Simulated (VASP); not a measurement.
A run of VASP 6.6.1:

File INCAR:

```
SYSTEM = CdPtC4N4
  PREC = Accurate
  ENCUT = 520
  EDIFF = 1E-6
  ISMEAR = 0
  SIGMA = 0.1
  LREAL = .FALSE.
  LASPH = .TRUE.
  NELM = 150
  ALGO = Normal
  ISIF = 2
  LWAVE = .FALSE.
  LCHARG = .TRUE.
  ISPIN = 2
  MAGMOM = 0 1 0 0 0 0 0 0 0 0
  LORBIT = 11
  LMAXMIX = 4
  GGA = PE
  LELF = .TRUE.
  LVHAR = .TRUE.
  NBANDS = 44
```

The input KPOINTS:

```
regular mesh
0
G
  4 4 4
  0 0 0
```

POSCAR

```
CdPtC4N4
1.0
    6.2971216574      0.0000000000      0.0000000000
    0.0000000000      6.2971216574      0.0000000000
    0.0000000000      0.0000000000      6.2971216574
Cd Pt C N
1 1 4 4
Direct
    0.0000000000      0.0000000000      0.0000000000
    0.5000000000      0.5000000000      0.5000000000
    0.2036888982      0.2036888982      0.2036888982
    0.2036888982      0.7963111018      0.7963111018
    0.7963111018      0.2036888982      0.7963111018
    0.7963111018      0.7963111018      0.2036888982
    0.3108182880      0.3108182880      0.3108182880
    0.3108182880      0.6891817120      0.6891817120
    0.6891817120      0.3108182880      0.6891817120
    0.6891817120      0.6891817120      0.3108182880
```

Potentials or basis: VASP PAW PBE potentials, release 64 (Cd, Pt, C, N).

Launch:

```bash
$ cat potpaw_PBE.64/Cd/POTCAR potpaw_PBE.64/Pt/POTCAR potpaw_PBE.64/C/POTCAR potpaw_PBE.64/N/POTCAR > POTCAR
$ mpirun -np 1 vasp_std > vasp.out
```

Hardware: 1 thread of Intel(R) Xeon(R) Platinum 8488C (Sapphire Rapids), on a shared host.

How long does it take, and how much memory?

It took 3.2 min on 1 thread of Intel(R) Xeon(R) Platinum 8488C (Sapphire Rapids), on a shared host, peak memory 0.5 GiB. Counts: scf iterations 17, k points 10.
